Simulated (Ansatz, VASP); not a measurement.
# BN: VASP beside Ansatz

The input INCAR:

```
  ALGO = Normal
  EDIFF = 1E-7
  ENCUT = 520
  GGA = PE
  ISIF = 2
  ISMEAR = 1
  IVDW = 12
  LASPH = True
  LCHARG = False
  LREAL = False
  LWAVE = False
  NBANDS = 16
  NELM = 100
  PREC = Accurate
  SIGMA = 0.05
```

KPOINTS

```
k-points
0
Gamma
  12 12 4
```

The input POSCAR:

```
BN
1.0
    2.5061127838      0.0000000000      0.0000000000
   -1.2530563919      2.1703573356      0.0000000000
    0.0000000000      0.0000000000      6.5923998870
B N
2 2
Direct
   -0.1037260910      0.0000000000      0.5000000000
    0.4372392715      0.6666666667      0.0000000000
    0.1034051985      0.0000000000      0.0000000000
    0.5631226698      0.3333333333      0.5000000000
```

Input for Ansatz:

```yaml
crystal:
  lattice:
    - [2.5061127838, 0.0, 0.0]
    - [-1.2530563919, 2.1703573356, 0.0]
    - [0.0, 0.0, 6.592399887]
  atoms:
    - { symbol: B, position: [-0.103726091, 0.0, 0.5] }
    - { symbol: B, position: [0.4372392715, 0.6666666667, 0.0] }
    - { symbol: "N", position: [0.1034051985, 0.0, 0.0] }
    - { symbol: "N", position: [0.5631226698, 0.3333333333, 0.5] }
basis:
  ecutwfc: 520.0
kpoints:
  mp_grid: { grid: [12, 12, 4] }
hamiltonian:
  xc: pbe
  dispersion: d3bj
scf:
  occupations: { method: methfessel_paxton, width: 0.05 }
output:
  forces: true
  stress: true
  eigenvalues: true
```

Change from the starting cell: mode 4 frozen in at -0.260 Å, normal strain along x +0.0000.

Alike in both runs: task single point; functional PBE; dispersion D3(BJ); k mesh 12 × 12 × 4; occupations methfessel-paxton of order 1, width 0.05 eV; no spin polarisation.

|  | VASP | Ansatz |
| --- | --- | --- |
| version | VASP 6.6.1 | Ansatz 0.2.0 |
| potentials or method | VASP PAW PBE potentials, release 64 (B, N), cutoff 520 eV | scalar-relativistic, plane waves, PAW |
| valence electrons in the cell | 16 | 16 |

VASP gave:

| Item | Value |
| --- | --- |
| gap on the k mesh at the Fermi level (eV) | 3.64 |
| least direct gap on the mesh (eV) | 4.02 |
| pressure (GPa) | 0.2 |
| traceless stress, the component that is largest in VASP (GPa) | 0.38 |
| rms of the force components (eV/Å) | 0.019 |

Task: Estimate Ansatz's values.

Result: gap on the k mesh at the Fermi level (eV): 3.65; least direct gap on the mesh (eV): 4.02; pressure (GPa): 0.1; traceless stress, the component that is largest in VASP (GPa): 0.38; rms of the force components (eV/Å): 0.019.

Atom by atom the forces differ by 0.000 eV/Å (rms over components).
